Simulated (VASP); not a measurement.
# Al (P6_3/mmc) in VASP: notebook

Al is run at these levels: LDA; tasks: single point.

Program: VASP 6.6.1. These are calculated values, not measurements. Logs are shortened: lines on timing, memory, paths and dates and some standing lists are left out, and cuts for length are marked.

### Step 1. The cell of the first run

It takes space group P6_3/mmc (No. 194, hexagonal). Conventional cell: a = 2.483 Å, b = 2.483 Å, c = 4.062 Å, α = 90.00°, β = 90.00°, γ = 120.00°. Within 3.3 Å of Al (site symmetry -6m2) lie 12 Al at 2.48 to 2.49 Å.

### Step 2. Single point, LDA

INCAR

```
  ALGO = Normal
  EDIFF = 1E-6
  ENCUT = 520
  GGA = CA
  ISIF = 2
  ISMEAR = -1
  LASPH = T
  LCHARG = F
  LREAL = F
  LWAVE = F
  NBANDS = 10
  NELM = 80
  PREC = Accurate
  SIGMA = 0.08
```

KPOINTS

```
k-points
0
Gamma
  15 15 8
```

POSCAR

```
Al
1.0
    2.4830867323      0.0000000000      0.0000000000
   -1.2415433662      2.1504161899      0.0000000000
    0.0000000000      0.0000000000      4.0623853877
Al
2
Direct
    0.3333333333      0.6666666667      0.2500000000
    0.6666666667      0.3333333333      0.7500000000
```

Potentials or basis: VASP PAW LDA potentials, release 64 (Al).

Run with:

```
$ cat potpaw_LDA.64/Al/POTCAR > POTCAR
$ mpirun -np 1 vasp_std > vasp.out
```

OUTCAR:

```text
EDIFF = 1E-6
   ENCUT = 520
   GGA = CA
   ISIF = 2
   ISMEAR = -1
   LASPH = T
   LREAL = F
   NELM = 80
   PREC = Accurate

 ion  position               nearest neighbor table
   1  0.333  0.667  0.250-   2 2.49   2 2.49   2 2.49   2 2.49   2 2.49   2 2.49
   2  0.667  0.333  0.750-   1 2.49   1 2.49   1 2.49   1 2.49   1 2.49   1 2.49

  LATTYP: Found a hexagonal cell.
 ALAT       =     2.4830867323
 C/A-ratio  =     1.6360223487

  Lattice vectors:

 A1 = (   2.4830867323,   0.0000000000,   0.0000000000)
 A2 = (  -1.2415433662,   2.1504161899,   0.0000000000)
 A3 = (   0.0000000000,   0.0000000000,   4.0623853877)

Analysis of symmetry for initial positions (statically):
=====================================================================
 Subroutine PRICEL returns:
 Original cell was already a primitive cell.

 Routine SETGRP: Setting up the symmetry group for a
 hexagonal supercell.

 Subroutine GETGRP returns: Found 24 space group operations
 (whereof 12 operations were pure point group operations)
 out of a pool of 24 trial point group operations.

The static configuration has the point symmetry D_3d.
 The point group associated with its full space group is D_6h.

Analysis of symmetry for dynamics (positions and initial velocities):
=====================================================================
 Subroutine PRICEL returns:
 Original cell was already a primitive cell.

 Routine SETGRP: Setting up the symmetry group for a
 hexagonal supercell.

 Subroutine GETGRP returns: Found 24 space group operations
 (whereof 12 operations were pure point group operations)
 out of a pool of 24 trial point group operations.

The dynamic configuration has the point symmetry D_3d.
 The point group associated with its full space group is D_6h.

 Subroutine INISYM returns: Found 24 space group operations
 (whereof 12 operations are pure point group operations),
 and found     1 'primitive' translations

----------------------------------------------------------------------------------------

                                     Primitive cell

  volume of cell :      21.6918

  direct lattice vectors                    reciprocal lattice vectors
     2.483086732  0.000000000  0.000000000     0.402724555  0.232513130  0.000000000
    -1.241543366  2.150416190  0.000000000     0.000000000  0.465026261  0.000000000
     0.000000000  0.000000000  4.062385388     0.000000000  0.000000000  0.246160791

  length of vectors
     2.483086732  2.483086732  4.062385388     0.465026261  0.465026261  0.246160791
[... 81 lines left out ...]
   EDIFF  = 0.1E-05   stopping-criterion for ELM
   LREAL  =      F    real-space projection
   EDIFFG = 0.1E-04   stopping-criterion for IOM
   NSW    =      0    number of steps for IOM
   IBRION =     -1    ionic relax: 0-MD 1-quasi-New 2-CG
   NFREE  =      0    steps in history (QN), initial steepest desc. (CG)
   ISIF   =      2    stress and relaxation
   ISYM   =      2    0-nonsym 1-usesym 2-fastsym
   POTIM  = 0.5000    time-step for ionic-motion
   TEBEG  =    0.0;   TEEND  =   0.0 temperature during run
   PSTRESS=    0.0 pullay stress
   NELECT =       6.0000    total number of electrons
   NUPDOWN=      -1.0000    fix difference up-down
   EMIN   =  10.00;   EMAX   =-10.00  energy-range for DOS
   EFERMI =   0.00;   METHOD = LEGACY
   ISMEAR =    -1;   SIGMA  =   0.08  broadening in eV -4-tet -1-fermi 0-gaus
   EFERMI_NEDOS =   21; number of points for ismear=-14 and -15
   IALGO  =     38    algorithm
   IMIX   =      4    mixing-type and parameters
     AMIX     =   0.40;   BMIX     =  1.00
     AMIX_MAG =   1.60;   BMIX_MAG =  1.00
  volume/ion in A,a.u.               =      10.85        73.19
  Fermi-wavevector in a.u.,A,eV,Ry     =   1.066662  2.015699 15.480265  1.137767
  Thomas-Fermi vector in A             =   2.202253
   LORBIT       =      0    0 simple, 1 ext, 2 COOP (PROOUT), +10 PAW based schemes
   GGA     = CA    functional components
   LHFCALC =     F    Hartree Fock is set to
   AEXX    =    0.0000 exact exchange contribution
   IVDW    =     0    specifies the selected vdW correction
   LEPSILON=     F    determine dielectric tensor
   LRPA    =     F    only Hartree local field effects (RPA)
 non-spin polarized calculation
  energy-cutoff  :      520.00
  volume of cell :       21.69
 maximum number of plane-waves:       600
   NGX =  9   NGY =  9   NGZ = 15

 number of electron       6.0000000 magnetization

 Free energy of the ion-electron system (eV)
  ---------------------------------------------------
  ext. energy  EPLUGINS =         0.00000000
  ---------------------------------------------------
  free energy    TOTEN  =        -6.69621081 eV

  energy without entropy =       -6.68201688  energy(sigma->0) =       -6.68911384

 E-fermi :  12.9231     XC(G=0): -11.9974

 val. band max:       12.8463488290   @ k =   0.3333   0.0667   0.5000
 cond. band min:      12.9290171918   @ k =   0.3333   0.2000   0.2500
 fundamental gap:      0.0826683629
 Fermi energy:        12.9230984418

 k-point     1 :       0.0000    0.0000    0.0000
  band No.  band energies     occupation
      1      -1.3778      2.00000
      2       6.5773      2.00000
      3       7.8420      2.00000
      4      26.3127      0.00000
      5      26.3127      0.00000
      6      27.1944      0.00000
      7      27.1944      0.00000
      8      27.2834      0.00000
      9      31.6548      0.00000
     10      32.5326      0.00000
[... 287 lines left out ...]
 k-point    24 :       0.4000    0.2000    0.0000
  band No.  band energies     occupation
      1       6.9040      2.00000
      2       7.2592      2.00000
      3      12.3267      1.99884
      4      14.3795      0.00000
      5      14.6548      0.00000
      6      15.6229      0.00000
      7      19.3087      0.00000
      8      20.3097      0.00000
      9      23.5033      0.00000
     10      30.8775      0.00000

 [... further k-points ...]
[... 5 lines left out ...]
  --------------------------------------------------------------------------------------
  -------------------------------------------------------------------------------------
  Total        9.6726766      9.6726766      9.6764966     -0.0000000      0.0000000      0.0000000
  in kB      714.4333488    714.4333487    714.7154956     -0.0000000      0.0000000      0.0000000
  external PRESSURE =     714.5273977 kB  Pullay stress =       0.0000000 kB

 VOLUME and BASIS-vectors are now :
 -----------------------------------------------------------------------------
  energy-cutoff  :      520.00
  volume of cell :       21.69
      direct lattice vectors                 reciprocal lattice vectors
     2.483086732  0.000000000  0.000000000     0.402724555  0.232513130  0.000000000
    -1.241543366  2.150416190  0.000000000     0.000000000  0.465026261  0.000000000
     0.000000000  0.000000000  4.062385388     0.000000000  0.000000000  0.246160791

 POSITION                                       TOTAL-FORCE (eV/Angst)
 -----------------------------------------------------------------------------------
     -0.00000      1.43361      1.01560         0.000000      0.000000      0.000000
      1.24154      0.71681      3.04679        -0.000000      0.000000      0.000000
 -----------------------------------------------------------------------------------
    total drift:                               -0.000000      0.000000     -0.000000

  FREE ENERGIE OF THE ION-ELECTRON SYSTEM (eV)
  ---------------------------------------------------
  free  energy   TOTEN  =        -6.6962108115 eV

  energy  without entropy=       -6.6820168770  energy(sigma->0) =       -6.68911384
```

OSZICAR:

```text
N       E                     dE             d eps       ncg     rms          rms(c)
DAV:   1     0.208821311361E+01    0.20882E+01   -0.25690E+03  2708   0.497E+02
DAV:   2    -0.664572892827E+01   -0.87339E+01   -0.84508E+01  3584   0.645E+01
DAV:   3    -0.682306431176E+01   -0.17734E+00   -0.17615E+00  3400   0.701E+00
DAV:   4    -0.682356867499E+01   -0.50436E-03   -0.50432E-03  3206   0.436E-01
DAV:   5    -0.682357082657E+01   -0.21516E-05   -0.21500E-05  3236   0.282E-02    0.359E+00
DAV:   6    -0.674489809886E+01    0.78673E-01   -0.29774E-03  2942   0.282E-01    0.194E+00
DAV:   7    -0.669695718637E+01    0.47941E-01   -0.65484E-03  2810   0.411E-01    0.284E-01
DAV:   8    -0.669621245570E+01    0.74473E-03   -0.23879E-04  3456   0.816E-02    0.304E-02
DAV:   9    -0.669621095858E+01    0.14971E-05   -0.96201E-07  3250   0.633E-03    0.186E-03
DAV:  10    -0.669621081153E+01    0.14705E-06   -0.13722E-07  1728   0.182E-03
   1 F= -.66962108E+01 E0= -.66891138E+01  d E =-.141939E-01
```

stdout:

```text
POSCAR found type information on POSCAR Al
 POSCAR found :  1 types and       2 ions
 scaLAPACK will be used
 LDA part: xc-table for (Slater(with rela. corr.)+CA(PZ))
 , standard interpolation
 POSCAR, INCAR and KPOINTS ok, starting setup
 FFT: planning ... GRIDC
 FFT: planning ... GRID_SOFT
 FFT: planning ... GRID
 WAVECAR not read
 entering main loop
```

Run time: 7.9 s. Hardware: 1 thread of Intel Xeon 6975P-C (Granite Rapids), shared host; peak memory 0.13 GiB.

What came out:

* Free energy: -6.6962 eV
* Pressure: 71.5 GPa
* Band gap on the k mesh: zero (band 3 reaches 18.00 eV, above the bottom of band 4 at 9.24 eV)

### Step 3. Single point, LDA

INCAR

```
SYSTEM = Al
PREC = Accurate
ENCUT = 520
EDIFF = 1E-7
ISMEAR = -1
SIGMA = 0.08
LREAL = .FALSE.
LASPH = .TRUE.
NELM = 80
ALGO = Normal
ISIF = 2
LWAVE = .FALSE.
LCHARG = .FALSE.
NBANDS = 10
```

KPOINTS

```
Automatic mesh
0
G
  15 15 8
  0 0 0
```

POSCAR: that of step 2 with these lines changed.

```diff
@@ -4,3 +4,3 @@
    -1.2415433662      2.1504161899      0.0000000000
-    0.0000000000      0.0000000000      4.0623853877
+    0.0000000000      0.0000000000      4.0623853878
 Al
```

Potentials or basis: VASP PAW LDA potentials, release 64 (Al).

Run with:

```
$ cat potpaw_LDA.64/Al/POTCAR > POTCAR
$ mpirun -np 1 vasp_std > vasp.out
```

OUTCAR:

```text
SYSTEM = Al
   PREC = Accurate
   ENCUT = 520
   EDIFF = 1E-7
   ISMEAR = -1
   LREAL = .FALSE.
   LASPH = .TRUE.
   NELM = 80
   ISIF = 2

 ion  position               nearest neighbor table
   1  0.333  0.667  0.250-   2 2.49   2 2.49   2 2.49   2 2.49   2 2.49   2 2.49
   2  0.667  0.333  0.750-   1 2.49   1 2.49   1 2.49   1 2.49   1 2.49   1 2.49

  LATTYP: Found a hexagonal cell.
 ALAT       =     2.4830867323
 C/A-ratio  =     1.6360223487

  Lattice vectors:

 A1 = (   2.4830867323,   0.0000000000,   0.0000000000)
 A2 = (  -1.2415433662,   2.1504161899,   0.0000000000)
 A3 = (   0.0000000000,   0.0000000000,   4.0623853878)

Analysis of symmetry for initial positions (statically):
=====================================================================
 Subroutine PRICEL returns:
 Original cell was already a primitive cell.

 Routine SETGRP: Setting up the symmetry group for a
 hexagonal supercell.

 Subroutine GETGRP returns: Found 24 space group operations
 (whereof 12 operations were pure point group operations)
 out of a pool of 24 trial point group operations.

The static configuration has the point symmetry D_3d.
 The point group associated with its full space group is D_6h.

Analysis of symmetry for dynamics (positions and initial velocities):
=====================================================================
 Subroutine PRICEL returns:
 Original cell was already a primitive cell.

 Routine SETGRP: Setting up the symmetry group for a
 hexagonal supercell.

 Subroutine GETGRP returns: Found 24 space group operations
 (whereof 12 operations were pure point group operations)
 out of a pool of 24 trial point group operations.

The dynamic configuration has the point symmetry D_3d.
 The point group associated with its full space group is D_6h.

 Subroutine INISYM returns: Found 24 space group operations
 (whereof 12 operations are pure point group operations),
 and found     1 'primitive' translations

[... 115 lines left out ...]
  volume/ion in A,a.u.               =      10.85        73.19
  Fermi-wavevector in a.u.,A,eV,Ry     =   1.066662  2.015699 15.480265  1.137767
  Thomas-Fermi vector in A             =   2.202253
   LORBIT       =      0    0 simple, 1 ext, 2 COOP (PROOUT), +10 PAW based schemes
   GGA     = CA    functional components
   LHFCALC =     F    Hartree Fock is set to
   AEXX    =    0.0000 exact exchange contribution
   IVDW    =     0    specifies the selected vdW correction
   LEPSILON=     F    determine dielectric tensor
   LRPA    =     F    only Hartree local field effects (RPA)
 non-spin polarized calculation
  energy-cutoff  :      520.00
  volume of cell :       21.69
 maximum number of plane-waves:       600
   NGX =  9   NGY =  9   NGZ = 15

 number of electron       6.0000000 magnetization

 Free energy of the ion-electron system (eV)
  ---------------------------------------------------
  ext. energy  EPLUGINS =         0.00000000
  ---------------------------------------------------
  free energy    TOTEN  =        -6.69621081 eV

  energy without entropy =       -6.68201688  energy(sigma->0) =       -6.68911385

 E-fermi :  12.9231     XC(G=0): -11.9974

 val. band max:       12.8463504353   @ k =   0.3333   0.0667   0.5000
 cond. band min:      12.9290182547   @ k =   0.3333   0.2000   0.2500
 fundamental gap:      0.0826678194
 Fermi energy:        12.9230998652

 k-point     1 :       0.0000    0.0000    0.0000
  band No.  band energies     occupation
      1      -1.3778      2.00000
      2       6.5773      2.00000
      3       7.8420      2.00000
      4      26.3127      0.00000
      5      26.3127      0.00000
      6      27.1944      0.00000
      7      27.1944      0.00000
      8      27.2834      0.00000
      9      31.6548      0.00000
     10      32.5259      0.00000
[... 287 lines left out ...]
 k-point    24 :       0.4000    0.2000    0.0000
  band No.  band energies     occupation
      1       6.9040      2.00000
      2       7.2592      2.00000
      3      12.3267      1.99884
      4      14.3795      0.00000
      5      14.6548      0.00000
      6      15.6229      0.00000
      7      19.3087      0.00000
      8      20.3097      0.00000
      9      23.5033      0.00000
     10      30.8775      0.00000

 [... further k-points ...]
[... 5 lines left out ...]
  --------------------------------------------------------------------------------------
  -------------------------------------------------------------------------------------
  Total        9.6726487      9.6726487      9.6764832     -0.0000000      0.0000000      0.0000000
  in kB      714.4312885    714.4312884    714.7145059     -0.0000000      0.0000000      0.0000000
  external PRESSURE =     714.5256943 kB  Pullay stress =       0.0000000 kB

 VOLUME and BASIS-vectors are now :
 -----------------------------------------------------------------------------
  energy-cutoff  :      520.00
  volume of cell :       21.69
      direct lattice vectors                 reciprocal lattice vectors
     2.483086732  0.000000000  0.000000000     0.402724555  0.232513130  0.000000000
    -1.241543366  2.150416190  0.000000000     0.000000000  0.465026261  0.000000000
     0.000000000  0.000000000  4.062385388     0.000000000  0.000000000  0.246160791

 POSITION                                       TOTAL-FORCE (eV/Angst)
 -----------------------------------------------------------------------------------
     -0.00000      1.43361      1.01560         0.000000     -0.000000      0.000000
      1.24154      0.71681      3.04679        -0.000000      0.000000      0.000000
 -----------------------------------------------------------------------------------
    total drift:                               -0.000000      0.000000     -0.000000

  FREE ENERGIE OF THE ION-ELECTRON SYSTEM (eV)
  ---------------------------------------------------
  free  energy   TOTEN  =        -6.6962108121 eV

  energy  without entropy=       -6.6820168789  energy(sigma->0) =       -6.68911385
```

It took 8.7 s on 1 thread of Intel Xeon 6975P-C (Granite Rapids), shared host; peak memory 0.13 GiB.

What came out:

```
Free energy            : -6.6962 eV
Pressure               : 71.5 GPa
Band gap on the k mesh : zero (band 3 reaches 18.00 eV, above the bottom of band 4 at 9.24 eV)
```

Levels at points of the mesh, in eV from the Fermi level:
```
           k point  band 1  band 2  band 3  band 4  band 5  band 6  band 7  band 8
(0.00, 0.00, 0.00)  -14.30   -6.35   -5.08   13.39   13.39   14.27   14.27   14.36
(0.00, 0.00, 0.50)  -12.10  -12.10    4.28    4.28   14.30   14.30   14.30   14.30
```
